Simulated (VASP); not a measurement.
The system is Li.

```
CELL_PARAMETERS angstrom
-1.75465 1.75465 1.75465
1.75465 -1.75465 1.75465
1.75465 1.75465 -1.75465
ATOMIC_POSITIONS crystal
Li 0.00000 0.00000 0.00000
```

- Program: VASP 6.6.1
- Task: relaxation of cell and atoms
- Functional: BLYP
- Dispersion: D4
- Potentials or basis: VASP PAW PBE potentials, release 64 (Li_sv)
- Cutoff: 600 eV
- k mesh: 11 × 11 × 11
- Occupations: fermi-dirac, width 0.05 eV
- Spin: no spin polarisation

At the start: pressure -1.2 GPa; volume 21.61 Å³/atom.

Question: How do energy, volume and symmetry change on relaxing?

Answer: Over 4 steps the energy falls by 8.9 meV/atom and the volume is 19.43 Å³/atom (-10.1 %); space group Im-3m (No. 229, to 0.05 Å).

Step by step:
```csv
step,energy change (eV),largest force (eV/Å),pressure (GPa),volume (Å³)
1,0.0000,0.0000,-1.24,21.61
2,-0.0036,0.0000,-1.00,21.09
3,-0.0088,0.0000,-0.10,19.58
4,-0.0089,0.0000,0.01,19.43
```

Final structure:
```xyz
1
Lattice="-1.6936 1.6936 1.6936 1.6936 -1.6936 1.6936 1.6936 1.6936 -1.6936" Properties=species:S:1:pos:R:3 pbc="T T T"
Li    0.0000    0.0000    3.3873
```

The cell as given is a measured one (21.61 Å³/atom); BLYP+D4 puts the equilibrium volume -10.1 % from it, thermal expansion not counted.

Caveat: the cutoff is under 1.25 times the usual one of these potentials, so pressure, stress and relaxed cells hold a basis-set (Pulay) error; the PAW data sets were made with another functional, which shifts forces and pressure a little; the volume moved by -10 % from the deposited cell, more than functionals usually miss; pairwise dispersion overbinds metals, which lowers pressure and volume.
